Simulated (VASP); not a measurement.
Crystal: TaMnN2.

```
CELL_PARAMETERS angstrom
3.30733 0.00000 0.00000
0.00000 3.30733 0.00000
0.00000 0.00000 4.78333
ATOMIC_POSITIONS crystal
Ta 0.00000 0.00000 0.50000
Mn 0.50000 0.50000 0.00000
N 0.50000 0.00000 0.27642
N 0.00000 0.50000 0.72358
```

The cell was built from a structure type or drawn by symmetry, and may not be a known phase.

```yaml
Program: VASP 6.6.1
Task: relaxation of cell and atoms
Functional: PBE
Potentials_or_basis: VASP PAW PBE potentials, release 64 (Ta_pv, Mn_pv, N)
Cutoff: 600 eV
k_mesh: 6 × 6 × 4
Occupations: gaussian, width 0.1 eV
Spin: collinear spin, ferromagnetic start
Starting_moments: "[0.0, 4.0, 0.0, 0.0] μB"
```

At the start: pressure 2.1 GPa; volume 13.08 Å³/atom.

Question: Where does the relaxation end?

Answer: Over 9 steps the energy falls by 20.5 meV/atom and the volume is 12.79 Å³/atom (-2.2 %); space group P-4m2 (No. 115, to 0.1 Å) before and after; moment 3.80 μB per cell.

The path:
```tsv
step	energy change (eV)	largest force (eV/Å)	pressure (GPa)	volume (Å³)
1	0.0000	1.0689	2.09	52.32
2	-0.0348	0.1760	-6.27	53.62
3	-0.0456	0.2138	-3.63	53.18
4	-0.0784	0.0693	-0.35	51.57
5	-0.0797	0.0270	1.12	50.92
6	-0.0801	0.0441	0.68	51.12
7	-0.0812	0.0986	-0.46	51.26
8	-0.0813	0.0638	-0.20	51.23
9	-0.0818	0.0271	0.05	51.16
```

Final structure:
```xyz
4
Lattice="3.3258 0.0000 0.0000 0.0000 3.3258 0.0000 0.0000 0.0000 4.6250" Properties=species:S:1:pos:R:3 pbc="T T T"
Ta    0.0000    3.3258    2.3125
Mn    1.6629    1.6629    4.6250
N     1.6629    3.3258    1.2030
N     0.0000    1.6629    3.4220
```

Caveat: a cell with one magnetic atom can't hold antiferromagnetic order, which such compounds often take.
